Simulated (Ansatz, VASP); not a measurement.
**One calculation of BN, two programs**

```
CELL_PARAMETERS angstrom
-2.55458 0.00000 0.00000
-1.27729 -2.21233 0.00000
-1.91594 -1.10617 12.67354
ATOMIC_POSITIONS crystal
B 0.63546 0.63546 0.06242
B 0.46879 0.46879 0.39575
B 0.30212 0.30212 0.72909
B 0.88546 0.88546 0.89575
B 0.21879 0.21879 0.22909
B 0.05212 0.05212 0.56242
N 0.19789 0.19789 0.93755
N 0.53123 0.53123 0.27088
N 0.36456 0.36456 0.60421
N 0.94789 0.94789 0.77088
N 0.28123 0.28123 0.10421
N 0.11456 0.11456 0.43755
```

Alike in both runs: task single point; functional PBE; k mesh 10 × 10 × 2; occupations gaussian, width 0.05 eV; no spin polarisation.

|  | VASP | Ansatz |
| --- | --- | --- |
| version | VASP 6.6.1 | Ansatz 0.2.0 |
| potentials or method | VASP PAW PBE potentials, release 64 (B, N), cutoff 520 eV | scalar-relativistic, plane waves, PAW |
| valence electrons in the cell | 48 | 48 |

```csv
,VASP,Ansatz,Ansatz less VASP
gap on the k mesh at the Fermi level (eV),2.66,2.66,+0.003
least direct gap on the mesh (eV),3.51,3.52,+0.007
pressure (GPa),1.5,1.2,-0.22
"traceless stress, the component that is largest in VASP (GPa)",11.33,11.40,+0.072
rms of the force components (eV/Å),0.573,0.574,+0.0012
```

Atom by atom the forces differ by 0.003 eV/Å (rms over components).
